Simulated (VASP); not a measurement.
# Zn3Se2S (P1) in VASP: relaxation of cell and atoms with PBE

Aim: the relaxation of cell and atoms of Zn3Se2S with PBE.

Program: VASP 6.6.1. These are calculated values, not measurements. Logs are shortened: lines on timing, memory, paths and dates and some standing lists are left out, and cuts for length are marked.

## Step 1: The cell of the first run

The typed cell holds 12 atoms: a = 3.948 Å, b = 3.916 Å, c = 19.677 Å, α = 89.48°, β = 89.35°, γ = 120.65°.

## Step 2: Relaxation of cell and atoms, PBE

The input, INCAR:

```
SYSTEM = Zn3Se2S
ALGO = Normal
EDIFF = 1E-6
EDIFFG = -0.025
ENCUT = 600
GGA = PE
IBRION = 2
ISIF = 3
ISMEAR = 0
LASPH = .TRUE.
LCHARG = .FALSE.
LREAL = .FALSE.
LWAVE = .FALSE.
NELM = 80
NSW = 80
PREC = Accurate
SIGMA = 0.1
```

The input, KPOINTS:

```
k-points
0
G
  6 6 1
  0 0 0
```

The input, POSCAR:

```
Zn3Se2S
1.0
    3.9474676652     -0.0131643634      0.0226845172
   -1.9851345549      3.3750602431      0.0179444159
    0.1117627544      0.1666122741     19.6757142943
Zn Se S
6 4 2
Direct
    0.3182999388      0.6806200308      0.9919197667
    0.3523319992      0.6929298159      0.3399545167
    0.3185347645      0.6241821918      0.6623650502
    0.6382687122      0.3211956353      0.1800275820
    0.6732577310      0.3680650390      0.4932446092
    0.6695171112      0.3323596823      0.8444726697
    0.3584750777      0.6476477306      0.1269751042
    0.2949801103      0.6231869895      0.7904650058
    0.6982230614      0.3835212492      0.2970968521
    0.6849780903      0.3336858923      0.6181679032
    0.3342451693      0.6258643009      0.4562421223
    0.6588882342      0.3667414423      0.9690708179
```

Potentials or basis: VASP PAW PBE potentials, release 64 (Zn, Se, S).

Run with:

```
$ cat potpaw_PBE.64/Zn/POTCAR potpaw_PBE.64/Se/POTCAR potpaw_PBE.64/S/POTCAR > POTCAR
$ mpirun -np 1 vasp_std > vasp.out
```

OUTCAR:

```text
SYSTEM = Zn3Se2S
   EDIFF = 1E-6
   EDIFFG = -0.025
   ENCUT = 600
   GGA = PE
   IBRION = 2
   ISIF = 3
   ISMEAR = 0
   LASPH = .TRUE.
   LREAL = .FALSE.
   NELM = 80
   NSW = 80
   PREC = Accurate

 ion  position               nearest neighbor table
   1  0.318  0.681  0.992-  12 2.28  12 2.29  12 2.35   7 2.67
   2  0.352  0.693  0.340-  11 2.30   9 2.39   9 2.39   9 2.46
   3  0.319  0.624  0.662-  10 2.34  10 2.41   8 2.52  10 2.53
   4  0.638  0.321  0.180-   7 2.32   9 2.32   7 2.52   7 2.65
   5  0.673  0.368  0.493-  11 2.17  11 2.37  10 2.46  11 2.62
   6  0.670  0.332  0.844-   8 2.36  12 2.46   8 2.52   8 2.63
   7  0.358  0.648  0.127-   4 2.32   4 2.52   4 2.65   1 2.67
   8  0.295  0.623  0.790-   6 2.36   6 2.52   3 2.52   6 2.63
   9  0.698  0.384  0.297-   4 2.32   2 2.39   2 2.39   2 2.46
  10  0.685  0.334  0.618-   3 2.34   3 2.41   5 2.46   3 2.53
  11  0.334  0.626  0.456-   5 2.17   2 2.30   5 2.37   5 2.62
  12  0.659  0.367  0.969-   1 2.28   1 2.29   1 2.35   6 2.46

  LATTYP: Found a triclinic cell.
 ALAT       =     3.8929096897
 B/A-ratio  =     1.0058348404
 C/A-ratio  =     5.3775529340
 COS(alpha) =     0.0032339325
 COS(beta)  =     0.2998512129
 COS(gamma) =     0.4888638157

  Lattice vectors:

 A1 = (   1.9623331103,   3.3618958797,   0.0406289331)
 A2 = (  -1.9851345549,   3.3750602431,   0.0179444159)
 A3 = (   6.0215635299,   3.5153437904,  19.7390277446)

Analysis of symmetry for initial positions (statically):
=====================================================================
 Subroutine PRICEL returns:
 Original cell was already a primitive cell.

 Routine SETGRP: Setting up the symmetry group for a
 triclinic supercell.

 Subroutine GETGRP returns: Found  1 space group operations
 (whereof  1 operations were pure point group operations)
 out of a pool of  2 trial point group operations.

The static configuration has the point symmetry C_1 .

Analysis of symmetry for dynamics (positions and initial velocities):
=====================================================================
 Subroutine PRICEL returns:
 Original cell was already a primitive cell.

 Routine SETGRP: Setting up the symmetry group for a
 triclinic supercell.

 Subroutine GETGRP returns: Found  1 space group operations
 (whereof  1 operations were pure point group operations)
 out of a pool of  2 trial point group operations.

The dynamic configuration has the point symmetry C_1 .

 Subroutine INISYM returns: Found  1 space group operations
[... 113 lines left out ...]
   LREAL  =      F    real-space projection
   EDIFFG = -.3E-01   stopping-criterion for IOM
   NSW    =     80    number of steps for IOM
   IBRION =      2    ionic relax: 0-MD 1-quasi-New 2-CG
   NFREE  =      1    steps in history (QN), initial steepest desc. (CG)
   ISIF   =      3    stress and relaxation
   ISYM   =      2    0-nonsym 1-usesym 2-fastsym
   POTIM  = 0.5000    time-step for ionic-motion
   TEBEG  =    0.0;   TEEND  =   0.0 temperature during run
   PSTRESS=    0.0 pullay stress
   NELECT =     108.0000    total number of electrons
   NUPDOWN=      -1.0000    fix difference up-down
   EMIN   =  10.00;   EMAX   =-10.00  energy-range for DOS
   EFERMI =   0.00;   METHOD = LEGACY
   ISMEAR =     0;   SIGMA  =   0.10  broadening in eV -4-tet -1-fermi 0-gaus
   EFERMI_NEDOS =   21; number of points for ismear=-14 and -15
   IALGO  =     38    algorithm
   IMIX   =      4    mixing-type and parameters
     AMIX     =   0.40;   BMIX     =  1.00
     AMIX_MAG =   1.60;   BMIX_MAG =  1.00
  volume/ion in A,a.u.               =      21.80       147.11
  Fermi-wavevector in a.u.,A,eV,Ry     =   1.219005  2.303586 20.217898  1.485974
  Thomas-Fermi vector in A             =   2.354272
   LORBIT       =      0    0 simple, 1 ext, 2 COOP (PROOUT), +10 PAW based schemes
   GGA     = PE    functional components
   LHFCALC =     F    Hartree Fock is set to
   AEXX    =    0.0000 exact exchange contribution
   IVDW    =     0    specifies the selected vdW correction
   LEPSILON=     F    determine dielectric tensor
   LRPA    =     F    only Hartree local field effects (RPA)
 conjugate gradient relaxation of ions
 non-spin polarized calculation
 Gauss-broadening in eV      SIGMA  =   0.10
  energy-cutoff  :      600.00
  volume of cell :      261.60
 maximum number of plane-waves:      8757
   NGX = 15   NGY = 15   NGZ = 79

--------------------------------------- Ionic step        1  -------------------------------------------

 number of electron     108.0000009 magnetization

 Free energy of the ion-electron system (eV)
  ---------------------------------------------------
  ext. energy  EPLUGINS =         0.00000000
  ---------------------------------------------------
  free energy    TOTEN  =       -36.68023850 eV

  energy without entropy =      -36.68014628  energy(sigma->0) =      -36.68019239

------------------------ aborting loop because EDIFF is reached ----------------------------------------

  FORCE on cell =-STRESS in cart. coord.  units (eV):
  Direction    XX          YY          ZZ          XY          YZ          ZX
  --------------------------------------------------------------------------------------
  -------------------------------------------------------------------------------------
  Total        8.5327717      2.9809035      2.2485282     -0.6989933     -0.9107024      1.0044265
  in kB       52.2599629     18.2568937     13.7713754     -4.2810663     -5.5777040      6.1517282
  external PRESSURE =      28.0960773 kB  Pullay stress =       0.0000000 kB
[... 119 lines left out ...]
  FREE ENERGIE OF THE ION-ELECTRON SYSTEM (eV)
  ---------------------------------------------------
  free  energy   TOTEN  =       -37.2818924905 eV

  energy  without entropy=      -37.2818924865  energy(sigma->0) =      -37.28189249

[... ionic steps 4 to 24 ...]

--------------------------------------- Ionic step       25  -------------------------------------------

 number of electron     107.9999991 magnetization

------------------------ aborting loop because EDIFF is reached ----------------------------------------
[... 87 lines left out ...]
--------------------------------------- Ionic step       27  -------------------------------------------

 number of electron     107.9999994 magnetization

 Free energy of the ion-electron system (eV)
  ---------------------------------------------------
  ext. energy  EPLUGINS =         0.00000000
  ---------------------------------------------------
  free energy    TOTEN  =       -37.63241120 eV

  energy without entropy =      -37.63241120  energy(sigma->0) =      -37.63241120

 E-fermi :   2.0914     XC(G=0):  -9.2561

 val. band max:        1.6198330482   @ k =   0.0000   0.0000   0.0000
 cond. band min:       2.9037318069   @ k =   0.0000   0.0000   0.0000
 fundamental gap:      1.2838987587
 Fermi energy:         2.0913624559

 k-point     1 :       0.0000    0.0000    0.0000
  band No.  band energies     occupation
      1     -11.5293      2.00000
      2     -11.3703      2.00000
      3     -11.3413      2.00000
      4     -10.9839      2.00000
      5     -10.9555      2.00000
      6     -10.7517      2.00000
[... 1368 lines left out ...]
  FREE ENERGIE OF THE ION-ELECTRON SYSTEM (eV)
  ---------------------------------------------------
  free  energy   TOTEN  =       -37.6324111992 eV

  energy  without entropy=      -37.6324111992  energy(sigma->0) =      -37.63241120

 reached required accuracy - stopping structural energy minimisation
```

Wall time 3 h (1 thread of Oxide Virtual Turin-like, shared host); peak memory 0.65 GiB.

What came out:

* Free energy: -37.6324 eV
* Relaxed volume: 22.49 Å³/atom
* Relaxed cell: a = 3.984 Å, b = 3.985 Å, c = 19.628 Å, α = 89.99°, β = 90.01°, γ = 119.99°
* Space group after relaxing (to 0.1 Å): P6_3mc (No. 186)
* Energy gained by relaxing: 79.3 meV/atom
* Ionic steps: 27
* Pressure after relaxing: 0.0 GPa
* Largest force after relaxing: 0.019 eV/Å
* Band gap on the k mesh: 1.28 eV

Forces on the atoms (eV/Å):
```
Zn   0.004  0.001  0.015
Zn  -0.003 -0.003  0.006
Zn  -0.003  0.007 -0.005
Zn  -0.006 -0.012 -0.002
Zn  -0.010 -0.007 -0.014
Zn   0.015  0.006 -0.008
Se   0.010 -0.001 -0.006
Se  -0.007  0.001  0.017
Se  -0.005 -0.007  0.001
Se   0.000  0.008  0.006
S    0.001  0.003  0.000
S    0.004  0.004 -0.009
```

The path:
```tsv
step	energy change (eV)	largest force (eV/Å)	pressure (GPa)	volume (Å³)
1	0.0000	1.7367	2.81	261.60
2	-0.5904	0.7978	-1.29	276.28
3	-0.6017	0.6885	-1.83	278.82
4	-0.8027	0.4131	-0.40	271.72
5	-0.8384	0.4484	0.64	267.26
6	-0.8961	0.2794	0.16	269.13
7	-0.9026	0.2275	-0.02	269.97
8	-0.9175	0.1371	-0.07	270.11
9	-0.9217	0.1579	-0.11	270.22
10	-0.9292	0.1301	0.10	269.38
11	-0.9325	0.1218	0.32	268.43
12	-0.9378	0.0979	0.06	269.45
13	-0.9403	0.0877	-0.22	270.74
14	-0.9441	0.0703	-0.07	270.19
15	-0.9455	0.0677	0.05	269.67
16	-0.9473	0.0446	0.00	269.81
17	-0.9477	0.0530	-0.03	269.92
18	-0.9488	0.0407	0.01	269.79
19	-0.9491	0.0575	0.03	269.70
20	-0.9499	0.0312	-0.04	269.95
21	-0.9502	0.0473	-0.10	270.17
22	-0.9508	0.0473	0.03	269.82
23	-0.9510	0.0490	0.10	269.49
24	-0.9515	0.0289	0.04	269.63
25	-0.9520	0.0266	-0.01	269.88
26	-0.9520	0.0278	-0.02	269.92
27	-0.9522	0.0187	-0.02	269.89
```

Final structure:
```cif
data_structure
_symmetry_space_group_name_H-M 'P 1'
_symmetry_Int_Tables_number 1
_cell_length_a 3.9838
_cell_length_b 3.9849
_cell_length_c 19.6280
_cell_angle_alpha 89.991
_cell_angle_beta 90.014
_cell_angle_gamma 119.986
_cell_volume 269.89
loop_
_atom_site_label
_atom_site_type_symbol
_atom_site_fract_x
_atom_site_fract_y
_atom_site_fract_z
_atom_site_occupancy
Zn1 Zn 0.32827 0.66477 0.99695 1
Zn2 Zn 0.33913 0.67189 0.33998 1
Zn3 Zn 0.33220 0.66083 0.66850 1
Zn4 Zn 0.66809 0.33910 0.16852 1
Zn5 Zn 0.67217 0.33518 0.49714 1
Zn6 Zn 0.66046 0.32845 0.84004 1
Se1 Se 0.33388 0.67180 0.12399 1
Se2 Se 0.32802 0.66199 0.79495 1
Se3 Se 0.67223 0.33859 0.29503 1
Se4 Se 0.66575 0.32783 0.62400 1
S1 S 0.33829 0.66847 0.46043 1
S2 S 0.66151 0.33112 0.96045 1
```

Levels at points of the mesh, in eV from the valence-band top:
```csv
k point,band 51,band 52,band 53,band 54,band 55,band 56,band 57,band 58
"(0.00, 0.00, 0.00)",-0.11,-0.10,0.00,0.00,1.28,2.23,2.50,2.70
"(0.50, 0.00, 0.00)",-1.40,-1.32,-1.12,-0.89,2.74,2.75,3.17,3.18
"(0.00, 0.50, 0.00)",-1.40,-1.30,-1.11,-0.89,2.72,2.78,3.16,3.19
"(0.50, 0.50, 0.00)",-1.40,-1.30,-1.12,-0.89,2.72,2.77,3.16,3.18
```
